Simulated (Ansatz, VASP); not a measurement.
## Ba in VASP and in Ansatz

```
Ba
1.0
     1.85725   -3.46750    0.00000
     1.85725    3.46750    0.00000
     0.00000    0.00000    5.41500
Ba
1
Direct
  0.00000 0.00000 0.00000
```

Change from the starting cell: strain -0.050 along x and y, -0.050 along z, atoms carried along.

Alike in both runs: task single point; functional LDA; k mesh 14 × 14 × 8; occupations gaussian, width 0.15 eV; no spin polarisation.

|  | VASP | Ansatz |
| --- | --- | --- |
| version | VASP 6.6.1 | Ansatz 0.2.0 |
| potentials or method | VASP PAW LDA potentials, release 64 (Ba_sv), cutoff 520 eV | scalar-relativistic, plane waves, PAW |
| valence electrons in the cell | 10 | 10 |

VASP gave:

* gap on the k mesh at the Fermi level (eV): none
* pressure (GPa): 0.3
* traceless stress, the component that is largest in VASP (GPa): -3.45

Question: What did Ansatz give for the same quantities?

Answer: gap on the k mesh at the Fermi level (eV): none; pressure (GPa): 0.2; traceless stress, the component that is largest in VASP (GPa): -3.36.

LDA's correlation is that of Perdew and Zunger in VASP and of Perdew and Wang (1992) in Ansatz. A gap of «none» marks a metal or a gap that the smearing closes.

Spin-orbit coupling is off throughout.
